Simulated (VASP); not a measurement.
Here is a VASP 6.6.1 calculation.

Contents of INCAR:

```
ALGO = Fast
EDIFF = 1E-7
ENCUT = 520
GGA = PE
ISIF = 2
ISMEAR = 0
IVDW = 12
LASPH = T
LCHARG = T
LELF = T
LREAL = F
LVHAR = T
LWAVE = F
NBANDS = 21
NELM = 60
PREC = Accurate
SIGMA = 0.1
```

KPOINTS

```
k-points
0
Gamma
  15 15 8
```

File POSCAR:

```
Pb
1.0
    3.3793866126      0.0000000000      0.0000000000
   -1.6896933063      2.9266346558      0.0000000000
    0.0000000000      0.0000000000      5.5815434669
Pb
2
Direct
    0.3333333333      0.6666666667      0.2500000000
    0.6666666667      0.3333333333      0.7500000000
```

Potentials or basis: VASP PAW PBE potentials, release 64 (Pb_d).

Launch:

```console
$ cat potpaw_PBE.64/Pb_d/POTCAR > POTCAR
$ mpirun -np 1 vasp_std > vasp.out
```

Question: Estimate the band gap on the k mesh.

Answer: Zero (bands 14 and 15 overlap by 8.61 eV).

Question: Estimate the dispersion energy per atom.

Answer: -0.451 eV.

Question: Estimate the pressure.

Answer: 5.3 GPa.

Caveat: the cell stands under pressure; spin-orbit coupling is left out, which moves the levels of the heavy elements.
